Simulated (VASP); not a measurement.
Runs of VASP 6.6.1 on N. The structure is that of space group P4_2/mnm (No. 136), or close to it. The cells are those of the table. 

```csv
task,cell,cutoff (eV),gap on the mesh (eV),pressure (GPa),relaxed volume (Å³/atom),largest force (eV/Å)
relaxation of cell and atoms,"relaxed from a = 4.107, b = 4.107, c = 5.367 Å, 4 atoms",600,7.52,0.0,21.96,-
single point,"a = 4.145, b = 4.145, c = 5.352 Å, 4 atoms",520,(a),(b),-,2.30
relaxation of shape and atoms at fixed volume,"relaxed from a = 4.144, b = 4.144, c = 5.355 Å, 4 atoms",600,7.63,-0.1,22.99,-
single point,"a = 4.186, b = 4.186, c = 5.410 Å, 4 atoms",520,7.85,2.5,-,2.31
```

Alike in all rows: level r2SCAN; potentials or basis VASP PAW PBE potentials, release 64 (N); no spin polarisation; k mesh 6 × 6 × 4; smearing gaussian 0.02 eV.

Q: Estimate the missing entries.

A: (a) 7.78; (b) 2.6.

Caveats: the standard files for N, O and F lose accuracy on very short bonds; the PAW data sets were made with another functional, which shifts forces and pressure a little.

A k mesh can miss the band edges.
